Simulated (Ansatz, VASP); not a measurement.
NaCuPO in VASP and in Ansatz

```xyz
8
Lattice="3.7227 0.0000 0.0000 0.0000 3.7227 0.0000 0.0000 0.0000 8.0970" Properties=species:S:1:pos:R:3 pbc="T T T"
Na    0.9307    0.9307    5.3863
Na    2.7921    2.7921    2.7107
Cu    2.7921    0.9307    0.0000
Cu    0.9307    2.7921    0.0000
P     0.9307    0.9307    1.4429
P     2.7921    2.7921    6.6541
O     2.7921    0.9307    4.0485
O     0.9307    2.7921    4.0485
```

Alike in both runs: task single point; functional PBE; k mesh 5 × 5 × 3; occupations fermi-dirac, width 0.0656 eV; no spin polarisation.

```csv
,VASP,Ansatz
version,VASP 6.6.1,Ansatz 0.2.0
potentials or method,"VASP PAW PBE potentials, release 64 (Na_pv, Cu, P, O), cutoff 520 eV",PAW plane waves
valence electrons in the cell,58,78
```

VASP gave:

* gap on the k mesh at the Fermi level (eV): none
* pressure (GPa): 1.5
* traceless stress, the component that is largest in VASP (GPa): -3.88
* rms of the force components (eV/Å): 0.255

Estimate Ansatz's values.

gap on the k mesh at the Fermi level (eV): none; pressure (GPa): 1.1; traceless stress, the component that is largest in VASP (GPa): -3.89; rms of the force components (eV/Å): 0.265.

Atom by atom the forces differ by 0.011 eV/Å (rms over components). A gap of «none» marks a metal or a gap that the smearing closes. With one functional, cell and mesh, what is left measures potentials, basis and numerics. VASP's potentials hold 58 valence electrons a cell and Ansatz's 78, so a difference there can come from the potentials and not from the codes.
